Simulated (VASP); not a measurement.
# CdI2 (P-3m1) in VASP: single point with PBE-based screened hybrid with 30 % exact exchange

Aim: the single point of CdI2 with PBE-based screened hybrid with 30 % exact exchange.

Program: VASP 6.6.1. These are calculated values, not measurements. Logs are shortened: lines on timing, memory, paths and dates and some standing lists are left out, and cuts for length are marked.

## (1) The cell of the first run

Symmetry: P-3m1, No. 164, trigonal system. The conventional cell has a = 4.247 Å, b = 4.247 Å, c = 6.895 Å, α = 90.00°, β = 90.00°, γ = 120.00°. Cd (site symmetry -3m) has 6 I at 2.99 Å within 3.9 Å. I (site symmetry 3m) has 3 Cd at 2.99 Å within 3.9 Å.

## (2) Single point, PBE-based screened hybrid with 30 % exact exchange

Input file POSCAR:

```
CdI2
1.0
    4.2470087284      0.0000000000      0.0000000000
   -2.1235043642      3.6780174489      0.0000000000
    0.0000000000      0.0000000000      6.8950251473
Cd I
1 2
Direct
    0.0000000000      0.0000000000      0.0000000000
    0.3333333333      0.6666666667      0.2493934756
    0.6666666667      0.3333333333      0.7506065244
```

Input file INCAR.step1:

```
ALGO = Normal ; EDIFF = 1E-5
ENCUT = 400 ; GGA = PE
GGA_COMPAT = False ; ISIF = 2
ISMEAR = 0 ; LASPH = True
LCHARG = False ; LREAL = False
LWAVE = True ; NBANDS = 20
NELM = 120 ; PREC = Accurate
SIGMA = 0.01
```

Input file INCAR.step2:

```
AEXX = 0.3 ; ALGO = Normal
EDIFF = 1E-6 ; ENCUT = 400
GGA = PE ; GGA_COMPAT = False
HFSCREEN = 0.5 ; ISIF = 2
ISMEAR = 0 ; ISTART = 1
LASPH = True ; LCHARG = False
LHFCALC = True ; LREAL = False
LWAVE = False ; NBANDS = 20
NELM = 120 ; PREC = Accurate
PRECFOCK = Normal ; SIGMA = 0.01
```

Input file KPOINTS:

```
k-points
0
Gamma
  6 6 2
```

Potentials or basis: VASP PAW PBE potentials, release 64 (Cd, I).

Command:

```console
$ cat potpaw_PBE.64/Cd/POTCAR potpaw_PBE.64/I/POTCAR > POTCAR
$ cp INCAR.step1 INCAR
$ mpirun -np 1 vasp_std > vasp.out
$ cp INCAR.step2 INCAR
$ mpirun -np 1 vasp_std > vasp.out
```

OUTCAR:

```text
AEXX = 0.3
   EDIFF = 1E-6
   ENCUT = 400
   GGA = PE
   HFSCREEN = 0.5
   ISIF = 2
   ISMEAR = 0
   ISTART = 1
   LASPH = True
   LHFCALC = True
   LREAL = False
   NELM = 120
   PREC = Accurate
   PRECFOCK = Normal

 ion  position               nearest neighbor table
   1  0.000  0.000  0.000-   2 2.99   3 2.99   3 2.99   2 2.99   3 2.99   2 2.99
   2  0.333  0.667  0.249-   1 2.99   1 2.99   1 2.99
   3  0.667  0.333  0.751-   1 2.99   1 2.99   1 2.99

  LATTYP: Found a hexagonal cell.
 ALAT       =     4.2470087284
 C/A-ratio  =     1.6235015250

  Lattice vectors:

 A1 = (   4.2470087284,   0.0000000000,   0.0000000000)
 A2 = (  -2.1235043642,   3.6780174489,   0.0000000000)
 A3 = (   0.0000000000,   0.0000000000,   6.8950251473)

Analysis of symmetry for initial positions (statically):
=====================================================================
 Subroutine PRICEL returns:
 Original cell was already a primitive cell.

 Routine SETGRP: Setting up the symmetry group for a
 hexagonal supercell.

 Subroutine GETGRP returns: Found 12 space group operations
 (whereof 12 operations were pure point group operations)
 out of a pool of 24 trial point group operations.

The static configuration has the point symmetry D_3d.

Analysis of symmetry for dynamics (positions and initial velocities):
=====================================================================
 Subroutine PRICEL returns:
 Original cell was already a primitive cell.

 Routine SETGRP: Setting up the symmetry group for a
 hexagonal supercell.

 Subroutine GETGRP returns: Found 12 space group operations
 (whereof 12 operations were pure point group operations)
 out of a pool of 24 trial point group operations.

The dynamic configuration has the point symmetry D_3d.

 Subroutine INISYM returns: Found 12 space group operations
 (whereof 12 operations are pure point group operations),
 and found     1 'primitive' translations

----------------------------------------------------------------------------------------

                                     Primitive cell

  volume of cell :     107.7042

  direct lattice vectors                    reciprocal lattice vectors
     4.247008728  0.000000000  0.000000000     0.235459841  0.135942803  0.000000000
    -2.123504364  3.678017449  0.000000000     0.000000000  0.271885605  0.000000000
     0.000000000  0.000000000  6.895025147     0.000000000  0.000000000  0.145032103

  length of vectors
     4.247008728  4.247008728  6.895025147     0.271885605  0.271885605  0.145032103

  position of ions in fractional coordinates (direct lattice)
     0.000000000  0.000000000  0.000000000
     0.333333333  0.666666667  0.249393476
     0.666666667  0.333333333  0.750606524

  ion indices of the primitive-cell ions
   primitive index   ion index
                 1           1
                 2           2
                 3           3

----------------------------------------------------------------------------------------

 KPOINTS: k-points

Automatic generation of k-mesh.
 Grid dimensions read from file:
 generate k-points for:    6    6    2

 Generating k-lattice:

  Cartesian coordinates                     Fractional coordinates (reciprocal lattice)
     0.039243307  0.022657134  0.000000000     0.166666667  0.000000000  0.000000000
     0.000000000  0.045314268  0.000000000     0.000000000  0.166666667  0.000000000
     0.000000000  0.000000000  0.072516052     0.000000000  0.000000000  0.500000000

  Length of vectors
     0.045314268  0.045314268  0.072516052

  Shift w.r.t. Gamma in fractional coordinates (k-lattice)
     0.000000000  0.000000000  0.000000000

 Subroutine IBZKPT returns following result:
 ===========================================

 Found     14 irreducible k-points:

 Following reciprocal coordinates:
            Coordinates               Weight
  0.000000  0.000000  0.000000      1.000000
  0.166667 -0.000000  0.000000      6.000000
  0.333333  0.000000  0.000000      6.000000
  0.500000  0.000000  0.000000      3.000000
  0.166667  0.166667  0.000000      6.000000
  0.333333  0.166667  0.000000     12.000000
  0.333333  0.333333  0.000000      2.000000
  0.000000  0.000000  0.500000      1.000000
  0.166667 -0.000000  0.500000      6.000000
  0.333333  0.000000  0.500000      6.000000
  0.500000  0.000000  0.500000      3.000000
  0.166667  0.166667  0.500000      6.000000
  0.333333  0.166667  0.500000     12.000000
  0.333333  0.333333  0.500000      2.000000
   k-points           NKPTS =     14   k-points in BZ     NKDIM =     72   number of bands    NBANDS=     20
   number of dos      NEDOS =    301   number of ions     NIONS =      3
   total plane-waves  NPLWV =  37632
   dimension x,y,z NGX =    28 NGY =   28 NGZ =   48
   dimension x,y,z NGXF=    56 NGYF=   56 NGZF=   96
   ions per type =               1   2
   NGX,Y,Z   is equivalent  to a cutoff of  10.96, 10.96, 11.57 a.u.
   NGXF,Y,Z  is equivalent  to a cutoff of  21.92, 21.92, 23.15 a.u.
 SYSTEM =  unknown system
   PREC   = accura    normal or accurate (medium, high low for compatibility)
   ISTART =      1    job   : 0-new  1-cont  2-samecut
   ICHARG =      0    charge: 1-file 2-atom 10-const
   ISPIN  =      1    spin polarized calculation?
   LNONCOLLINEAR =      F non collinear calculations
   LSORBIT =      F    spin-orbit coupling
   LASPH  =      T    aspherical Exc in radial PAW
   ENCUT  =  400.0 eV  29.40 Ry    5.42 a.u.   6.93  6.93 11.24*2*pi/ulx,y,z
   NELM   =    120;   NELMIN=  2; NELMDL=  0     # of ELM steps
   EDIFF  = 0.1E-05   stopping-criterion for ELM
   LREAL  =      F    real-space projection
   EDIFFG = 0.1E-04   stopping-criterion for IOM
   NSW    =      0    number of steps for IOM
   IBRION =     -1    ionic relax: 0-MD 1-quasi-New 2-CG
   NFREE  =      0    steps in history (QN), initial steepest desc. (CG)
   ISIF   =      2    stress and relaxation
   ISYM   =      3    0-nonsym 1-usesym 2-fastsym
   POTIM  = 0.5000    time-step for ionic-motion
   TEBEG  =    0.0;   TEEND  =   0.0 temperature during run
   PSTRESS=    0.0 pullay stress
   NELECT =      26.0000    total number of electrons
   NUPDOWN=      -1.0000    fix difference up-down
   EMIN   =  10.00;   EMAX   =-10.00  energy-range for DOS
   EFERMI =   0.00;   METHOD = LEGACY
   ISMEAR =     0;   SIGMA  =   0.01  broadening in eV -4-tet -1-fermi 0-gaus
   EFERMI_NEDOS =   21; number of points for ismear=-14 and -15
   IALGO  =     38    algorithm
   IMIX   =      1    mixing-type and parameters
     AMIX     =   0.40;   BMIX     =  1.00
     AMIX_MAG =   1.60;   BMIX_MAG =  1.00
  volume/ion in A,a.u.               =      35.90       242.27
  Fermi-wavevector in a.u.,A,eV,Ry     =   1.019346  1.926285 14.137359  1.039067
  Thomas-Fermi vector in A             =   2.152855
   LORBIT       =      0    0 simple, 1 ext, 2 COOP (PROOUT), +10 PAW based schemes
   GGA     = PE    functional components
   LHFCALC =     T    Hartree Fock is set to
   PRECFOCK=normal    Normal, Fast or Accurate (Low or Medium for compatibility)
   ENCUT4O =  -1.0   cutoff for four orbital integrals eV
   NKREDX  =     1    reduce k-point grid by
   NKREDY  =     1    reduce k-point grid by
   NKREDZ  =     1    reduce k-point grid by
   AEXX    =    0.3000 exact exchange contribution
   HFSCREEN=    0.5000 screening length (either q_TF or 0.3 A-1)
   HFSCREENC=   0.5000 screening length for correlation (either q_TF or 0.3 A-1)
   ENCUTFOCK=  -1.0 apply spherical cutoff to Coloumb kernel
   IVDW    =     0    specifies the selected vdW correction
   LEPSILON=     F    determine dielectric tensor
   LRPA    =     F    only Hartree local field effects (RPA)
 non-spin polarized calculation
 Gauss-broadening in eV      SIGMA  =   0.01
  energy-cutoff  :      400.00
  volume of cell :      107.70
 maximum number of plane-waves:      1971
 NGX is ok and might be reduce to    28
  NGX = 24; NGY = 24; NGZ = 36

 number of electron      26.0000011 magnetization

 Free energy of the ion-electron system (eV)
  ---------------------------------------------------
  ext. energy  EPLUGINS =         0.00000000
  ---------------------------------------------------
  free energy    TOTEN  =        -6.57387387 eV

  energy without entropy =       -6.57387387  energy(sigma->0) =       -6.57387387

 E-fermi :   1.5898     XC(G=0):  -7.3104

 val. band max:        1.5162910762   @ k =   0.0000   0.0000   0.5000
 cond. band min:       4.4745959888   @ k =   0.5000   0.0000   0.5000
 fundamental gap:      2.9583049126
 Fermi energy:         1.5897745528

 k-point     1 :       0.0000    0.0000    0.0000
  band No.  band energies     occupation
      1     -11.4259      2.00000
      2     -10.6787      2.00000
      3      -7.2604      2.00000
      4      -7.2604      2.00000
      5      -7.1147      2.00000
      6      -7.0504      2.00000
[... 12 lines left out ...]
     19      11.3019      0.00000
     20      11.3215      0.00000

 k-point     2 :       0.1667   -0.0000    0.0000
  band No.  band energies     occupation
      1     -11.2832      2.00000
      2     -10.6682      2.00000
      3      -7.2449      2.00000
      4      -7.1816      2.00000
      5      -7.0915      2.00000
      6      -7.0541      2.00000
[... 12 lines left out ...]
     19      10.3132      0.00000
     20      11.3269      0.00000

 k-point     3 :       0.3333    0.0000    0.0000
  band No.  band energies     occupation
      1     -10.9584      2.00000
      2     -10.6573      2.00000
      3      -7.2282      2.00000
      4      -7.1173      2.00000
      5      -7.0452      2.00000
      6      -7.0141      2.00000
[... 12 lines left out ...]
     19      10.6839      0.00000
     20      11.3038      0.00000

 k-point     4 :       0.5000    0.0000    0.0000
  band No.  band energies     occupation
      1     -10.7267      2.00000
      2     -10.7022      2.00000
      3      -7.2264      2.00000
      4      -7.1255      2.00000
      5      -7.0314      2.00000
      6      -6.9914      2.00000
[... 199 lines left out ...]
 k-point    13 :       0.3333    0.1667    0.5000
  band No.  band energies     occupation
      1     -10.7528      2.00000
      2     -10.6739      2.00000
      3      -7.1725      2.00000
      4      -7.1008      2.00000
      5      -7.0339      2.00000
      6      -7.0049      2.00000
[... 12 lines left out ...]
     19      10.3541      0.00000
     20      11.6395      0.00000

 k-point    14 :       0.3333    0.3333    0.5000
  band No.  band energies     occupation
      1     -10.6668      2.00000
      2     -10.6668      2.00000
      3      -7.0709      2.00000
      4      -7.0709      2.00000
      5      -7.0197      2.00000
      6      -6.9947      2.00000
[... 12 lines left out ...]
     19      11.1578      0.00000
     20      11.1578      0.00000

------------------------ aborting loop because EDIFF is reached ----------------------------------------

  FORCE on cell =-STRESS in cart. coord.  units (eV):
  Direction    XX          YY          ZZ          XY          YZ          ZX
  --------------------------------------------------------------------------------------
  -------------------------------------------------------------------------------------
  Total        0.6219554      0.6219554      0.5080912     -0.0000000      0.0000000     -0.0000000
  in kB        9.2520293      9.2520293      7.5582190     -0.0000000      0.0000000     -0.0000000
  external PRESSURE =       8.6874259 kB  Pullay stress =       0.0000000 kB

 VOLUME and BASIS-vectors are now :
 -----------------------------------------------------------------------------
  energy-cutoff  :      400.00
  volume of cell :      107.70
      direct lattice vectors                 reciprocal lattice vectors
     4.247008728  0.000000000  0.000000000     0.235459841  0.135942803  0.000000000
    -2.123504364  3.678017449  0.000000000     0.000000000  0.271885605  0.000000000
     0.000000000  0.000000000  6.895025147     0.000000000  0.000000000  0.145032103

 POSITION                                       TOTAL-FORCE (eV/Angst)
 -----------------------------------------------------------------------------------
      0.00000      0.00000      0.00000        -0.000000     -0.000000      0.000000
     -0.00000      2.45201      1.71957        -0.000000      0.000000     -0.014185
      2.12350      1.22601      5.17545         0.000000     -0.000000      0.014185
 -----------------------------------------------------------------------------------
    total drift:                               -0.000000     -0.000000     -0.000000

  FREE ENERGIE OF THE ION-ELECTRON SYSTEM (eV)
  ---------------------------------------------------
  free  energy   TOTEN  =        -6.5738738725 eV

  energy  without entropy=       -6.5738738725  energy(sigma->0) =       -6.57387387
```

It took 40 min on 1 thread of AMD EPYC 7R13 (Zen 3), shared host; peak memory 0.29 GiB.

What came out:

* Free energy: -6.5739 eV
* Pressure: 0.9 GPa
* Largest force: 0.014 eV/Å
* Band gap on the k mesh: 2.96 eV (least direct gap 3.22 eV)

Forces in eV/Å, atoms in the order of the input:
```
Cd   0.000  0.000  0.000
I    0.000  0.000 -0.014
I    0.000  0.000  0.014
```

Caveat: the k points lie up to 0.46 Å⁻¹ apart; the PAW data sets were made with another functional, which shifts forces and pressure a little; spin-orbit coupling is left out, which moves the levels of the heavy elements. A k mesh can miss the band edges.
